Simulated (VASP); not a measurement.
Here is a VASP 6.6.1 calculation.

File POSCAR:

```
BP
1.0
    0.0000000000      2.3135014941      2.3135014941
    2.3135014941      0.0000000000      2.3135014941
    2.3135014941      2.3135014941      0.0000000000
P B
1 1
Direct
    0.7500000000      0.7500000000      0.7500000000
    0.0000000000      0.0000000000      0.0000000000
```

File INCAR.step1:

```
PREC     = Accurate       # precision mode
ENCUT    = 520            # plane-wave cutoff, eV
EDIFF    = 1E-5           # SCF threshold, eV
ISMEAR   = -1             # smearing method
SIGMA    = 0.05           # smearing width, eV
LREAL    = F              # projectors in reciprocal space
LASPH    = T              # aspherical terms in the spheres
NELM     = 100            # most SCF steps
ALGO     = Normal         # electronic algorithm
ISIF     = 2              # what is computed and relaxed
LWAVE    = T              # write WAVECAR
LCHARG   = F              # write CHGCAR
NBANDS   = 11             # bands
GGA      = PE             # functional
```

INCAR.step2

```
PREC     = Accurate       # precision mode
ENCUT    = 520            # plane-wave cutoff, eV
EDIFF    = 1E-6           # SCF threshold, eV
ISMEAR   = -1             # smearing method
SIGMA    = 0.05           # smearing width, eV
LREAL    = F              # projectors in reciprocal space
LASPH    = T              # aspherical terms in the spheres
NELM     = 100            # most SCF steps
ALGO     = Normal         # electronic algorithm
ISIF     = 2              # what is computed and relaxed
LWAVE    = F              # write WAVECAR
LCHARG   = F              # write CHGCAR
GGA      = B5             # functional
LHFCALC  = T              # exact exchange
AEXX     = 0.5            # exact-exchange fraction
ALDAX    = 0.5          
AGGAX    = 0.5          
AGGAC    = 1.0          
ALDAC    = 0.0          
PRECFOCK = Normal       
NBANDS   = 11             # bands
ISTART   = 1
```

Contents of KPOINTS:

```
regular mesh
0
Gamma
  5 5 5
```

Potentials or basis: VASP PAW PBE potentials, release 64 (P, B).

Launch:

```bash
$ cat potpaw_PBE.64/P/POTCAR potpaw_PBE.64/B/POTCAR > POTCAR
$ cp INCAR.step1 INCAR
$ mpirun -np 1 vasp_std > vasp.out
$ cp INCAR.step2 INCAR
$ mpirun -np 1 vasp_std > vasp.out
```

**Question.** Predict the pressure.

**Answer.** -9.9 GPa.

**Question.** Estimate the band gap on the k mesh.

**Answer.** 4.71 eV, indirect (least direct gap 7.01 eV).

Caveat: the k points lie up to 0.47 Å⁻¹ apart; the PAW data sets were made with another functional, which shifts forces and pressure a little. A k mesh can miss the band edges.
